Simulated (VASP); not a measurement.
A run of VASP 6.6.1:

File INCAR:

```
PREC     = Accurate       # precision mode
ENCUT    = 520            # plane-wave cutoff, eV
EDIFF    = 1E-8           # SCF threshold, eV
ISMEAR   = -1             # smearing method
SIGMA    = 0.02           # smearing width, eV
LREAL    = F              # projectors in reciprocal space
LASPH    = T              # aspherical terms in the spheres
NELM     = 100            # most SCF steps
ALGO     = Normal         # electronic algorithm
ISIF     = 2              # what is computed and relaxed
LWAVE    = F              # write WAVECAR
LCHARG   = F              # write CHGCAR
GGA      = PE             # functional
LEFG     = T            
NBANDS   = 15             # bands
```

KPOINTS

```
regular mesh
0
Gamma
  12 12 10
```

Contents of POSCAR:

```
TaN
1.0
    2.8792388812      0.0000000000      0.0000000000
   -1.4396194406      2.4934940148      0.0000000000
    0.0000000000      0.0000000000      2.8830000000
Ta N
1 1
Direct
    0.3333333333      0.6666666667      0.5000000000
    0.0000000000      0.0000000000      0.0000000000
```

Potentials or basis: VASP PAW PBE potentials, release 64 (Ta_pv, N).

The run is started by

```bash
$ cat potpaw_PBE.64/Ta_pv/POTCAR potpaw_PBE.64/N/POTCAR > POTCAR
$ mpirun -np 1 vasp_std > vasp.out
```

Hardware: 1 thread of Intel(R) Xeon(R) Platinum 8559C (Emerald Rapids), on a shared host.

Problem. Estimate the wall time of this run.

Solution. Run time: 16 s on 1 thread of Intel(R) Xeon(R) Platinum 8559C (Emerald Rapids) (shared host), peak memory 0.16 GiB. Counts: scf iterations 15, k points 114.
